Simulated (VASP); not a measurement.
Input of a VASP 6.6.1 run:

The input INCAR:

```
SYSTEM = Si2Mo
ALGO = Normal
DIPOL = 0.5 0.5 0.500
EDIFF = 1E-7
ENCUT = 520
GGA = PE
IDIPOL = 3
ISIF = 2
ISMEAR = 0
ISYM = 0
LASPH = .TRUE.
LCHARG = .FALSE.
LDIPOL = .TRUE.
LREAL = .FALSE.
LWAVE = .FALSE.
NBANDS = 56
NELM = 100
PREC = Accurate
SIGMA = 0.1
```

The input KPOINTS:

```
k-points
0
G
  11 8 1
  0 0 0
```

File POSCAR:

```
Si2Mo
1.0
    3.2168473656      0.0000000000      0.0000000000
   -1.6084236828      4.2524272770      0.0000000000
    0.0000000000      0.0000000000     25.9135778287
Si Mo
8 4
Direct
    0.7128411267      0.4256822533      0.2894235620
    0.4302218074      0.8604436148      0.3273227982
    0.8559040607      0.7118081215      0.4043387786
    0.5732847415      0.1465694830      0.4422380147
    0.9989669948      0.9979339897      0.5192539951
    0.7163476756      0.4326953512      0.5571532313
    0.1420299289      0.2840598578      0.6341692116
    0.8594106097      0.7188212193      0.6720684478
    0.1430629341      0.2861258682      0.3658307884
    0.2861258682      0.5722517363      0.4807460049
    0.4291888023      0.8583776045      0.5956612214
    0.5722517363      0.1445034727      0.7105764380
```

Potentials or basis: VASP PAW PBE potentials, release 64 (Si, Mo_sv).

Launch:

```console
$ cat potpaw_PBE.64/Si/POTCAR potpaw_PBE.64/Mo_sv/POTCAR > POTCAR
$ mpirun -np 1 vasp_std > vasp.out
```

(1) What does it give for the band gap on the k mesh?

(2) What does it give for the largest force?

Results:

(1) zero (bands 44 and 45 overlap by 0.30 eV).

(2) 1.828 eV/Å.
